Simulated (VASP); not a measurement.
The system is H.

```
H
1.0
     2.51233    0.00000    0.00000
    -1.25617    2.17574    0.00000
     0.00000    0.00000    4.06998
H
2
Direct
  0.33333 0.66667 0.25000
  0.66667 0.33333 0.75000
```

| Item | Value |
| --- | --- |
| Program | VASP 6.6.1 |
| Task | relaxation of cell and atoms |
| Functional | PBE |
| Potentials or basis | VASP PAW PBE potentials, release 64 (H) |
| Cutoff | 600 eV |
| k mesh | 17 × 17 × 9 |
| Occupations | fermi-dirac, width 0.05 eV |
| Spin | no spin polarisation |

At the start: pressure -14.2 GPa; volume 11.12 Å³/atom.

Problem. Where does the relaxation end?

Solution. Over 30 steps the energy falls by 1735.8 meV/atom and the volume is 5.59 Å³/atom (-49.7 %); space group P6_3/mmc (No. 194, to 0.05 Å).

Step by step:
```
step  energy change (eV)  largest force (eV/Å)  pressure (GPa)  volume (Å³)
   1              0.0000                0.0000          -14.18        22.25
   2             -0.2917                0.0000          -16.64        19.22
   3             -0.9536                0.0000          -21.92        13.77
   4             -1.9711                0.0000           -3.74         6.15
   5             -1.9711                0.0000            6.64         5.61
   6             -1.9755                0.0000            0.51         5.90
   7             -1.9999                0.0000            1.97         5.85
   8             -2.1047                0.0000            7.63         5.63
   9             -2.0501                0.0000           32.95         4.95
  10             -2.1194                0.0000           20.52         5.26
  11             -2.1321                0.0000           17.58         5.37
  12             -2.1391                0.0000           13.96         5.51
  13             -2.1549                0.0000            8.32         5.79
  14             -2.2439                0.0000           -0.12         6.28
  15             -2.5150                0.0000           -0.19         6.91
  16             -0.3330                0.0000          154.50         6.07
  17             -2.5608                0.0000            2.29         6.95
  18             -3.1170                0.0000           33.82         6.87
  19             -2.6334                0.0000           72.16         6.57
  20             -3.0782                0.0000           44.22         6.78
  21             -3.1026                0.0000           42.25         7.04
  22             -3.1086                0.0000           40.99         7.27
  23             -3.1546                0.0000           37.00         7.46
  24             -3.2706                0.0000           26.62         8.07
  25             -3.4164                0.0000           11.47         9.38
  26             -3.4525                0.0000           -4.71        12.41
  27             -3.4714                0.0000           -0.57        11.28
  28             -3.4716                0.0000           -0.01        11.16
  29             -3.4717                0.0000            0.01        11.16
  30             -3.4717                0.0000            0.00        11.18
```

Final structure:
```
CELL_PARAMETERS angstrom
3.58314 0.00000 0.00000
-1.79157 3.10309 0.00000
0.00000 0.00000 1.00588
ATOMIC_POSITIONS crystal
H 0.33333 0.66667 0.25000
H 0.66667 0.33333 0.75000
```

Caveat: the volume moved by over 15 % at a fixed basis, so the end points are rough.
